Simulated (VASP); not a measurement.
Here is a VASP 6.6.1 calculation.

The input INCAR:

```
PREC = Accurate
ENCUT = 520
EDIFF = 1E-7
ISMEAR = 0
SIGMA = 0.1
LREAL = F
LASPH = T
NELM = 100
ALGO = Normal
ISIF = 2
LWAVE = F
LCHARG = F
GGA = PE
NBANDS = 42
```

Contents of KPOINTS:

```
Automatic mesh
0
Gamma
  2 6 4
```

POSCAR

```
AlO2
1.0
    9.4399995800      0.0000000000      0.0000000000
    0.0000000000      2.8399999100      0.0000000000
    0.0000000000      0.0000000000      4.4200000800
Al O
4 8
Direct
    0.1460000000      0.2500000000      0.9520000200
    0.8540000000      0.7500000000      0.0479999800
    0.3540000000      0.7500000000      0.4520000200
    0.6460000000      0.2500000000      0.5479999800
    0.8010000000      0.2500000000      0.2870000000
    0.1990000000      0.7500000000      0.7130000000
    0.6990000000      0.7500000000      0.7870000000
    0.3010000000      0.2500000000      0.2130000000
    0.9440000100      0.2500000000      0.8019999900
    0.0559999900      0.7500000000      0.1980000100
    0.5559999900      0.7500000000      0.3019999900
    0.4440000100      0.2500000000      0.6980000100
```

Potentials or basis: VASP PAW PBE potentials, release 64 (Al, O).

Command:

```sh
$ cat potpaw_PBE.64/Al/POTCAR potpaw_PBE.64/O/POTCAR > POTCAR
$ mpirun -np 1 vasp_std > vasp.out
```

**Question.** Estimate the pressure.

**Answer.** -1.7 GPa.

**Question.** Estimate the band gap on the k mesh.

**Answer.** Zero (band 30 reaches 3.63 eV, above the bottom of band 31 at 3.09 eV).

**Question.** What does it give for the largest force?

**Answer.** 1.225 eV/Å.

Stress tensor (GPa, compression positive):
```
-1.55  0.00  0.00
 0.00  3.94  0.00
 0.00  0.00 -7.57
```

Caveat: the k points lie up to 0.37 Å⁻¹ apart; forces of over 1 eV/Å act on the atoms, so gaps and moduli don't describe the material at rest.
